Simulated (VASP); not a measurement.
The system is P4C.

```xyz
5
Lattice="-2.8613 2.8613 2.8613 2.8613 -2.8613 2.8613 2.8613 2.8613 -2.8613" Properties=species:S:1:pos:R:3 pbc="T T T"
P     1.4306    1.4306   -1.4306
P    -1.4306    1.4306    1.4306
P     1.4306   -1.4306    1.4306
P     1.4306    1.4306    1.4306
C     0.0000    0.0000    0.0000
```

* Program: VASP 6.6.1
* Task: relaxation of cell and atoms
* Functional: PBE
* Potentials or basis: VASP PAW PBE potentials, release 64 (P, C)
* Cutoff: 600 eV
* k mesh: 4 × 4 × 4
* Occupations: gaussian, width 0.1 eV
* Spin: collinear spin, ferromagnetic start
* Starting moments: [0.0, 0.0, 0.0, 0.0, 1.0] μB

At the start: pressure -16.6 GPa; volume 18.74 Å³/atom.

Problem. How do energy, volume and symmetry change on relaxing?

Solution. Over 3 steps the energy falls by 374.8 meV/atom and the volume is 13.48 Å³/atom (-28.1 %); space group Im-3m (No. 229, to 0.05 Å); moment 0.00 μB per cell.

Step by step:
```tsv
step	energy change (eV)	largest force (eV/Å)	pressure (GPa)	volume (Å³)
1	0.0000	0.0000	-16.55	93.70
2	-1.8441	0.0000	-3.74	69.82
3	-1.8741	0.0000	-0.08	67.38
```

Final structure:
```cif
data_structure
_symmetry_space_group_name_H-M 'P 1'
_symmetry_Int_Tables_number 1
_cell_length_a 4.4400
_cell_length_b 4.4400
_cell_length_c 4.4400
_cell_angle_alpha 109.471
_cell_angle_beta 109.471
_cell_angle_gamma 109.471
_cell_volume 67.38
loop_
_atom_site_label
_atom_site_type_symbol
_atom_site_fract_x
_atom_site_fract_y
_atom_site_fract_z
_atom_site_occupancy
P1 P 0.00000 0.00000 0.50000 1
P2 P 0.50000 0.00000 0.00000 1
P3 P 0.00000 0.50000 0.00000 1
P4 P 0.50000 0.50000 0.50000 1
C1 C 0.00000 0.00000 0.00000 1
```

Caveat: the k points lie up to 0.43 Å⁻¹ apart in the final cell; the volume moved by over 15 % at a fixed basis, so the end points are rough.
